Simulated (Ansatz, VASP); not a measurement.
## One calculation of Ti, two programs

```
CELL_PARAMETERS angstrom
2.93905 0.00000 0.00000
-1.46953 2.54529 0.00000
0.00000 0.00000 4.64936
ATOMIC_POSITIONS crystal
Ti 0.33333 0.66667 0.25000
Ti 0.66667 0.33333 0.75000
```

Alike in both runs: functional PBE; k mesh 18 × 18 × 10; occupations gaussian, width 0.1 eV; no spin polarisation.

Ansatz relaxed the structure, and its values are those at the end. VASP's run is a single point on that final structure, the one shown.

```csv
,VASP,Ansatz
version,VASP 6.6.1,Ansatz 0.2.0
potentials or method,"VASP PAW PBE potentials, release 64 (Ti_sv), cutoff 500 eV","scalar-relativistic, plane waves, PAW"
valence electrons in the cell,24,24
```

Ansatz gave:

- gap on the k mesh at the Fermi level (eV): none
- pressure (GPa): 0.0

Problem. Estimate VASP's values.

Solution. gap on the k mesh at the Fermi level (eV): none; pressure (GPa): -0.3.

A gap of «none» marks a metal or a gap that the smearing closes.
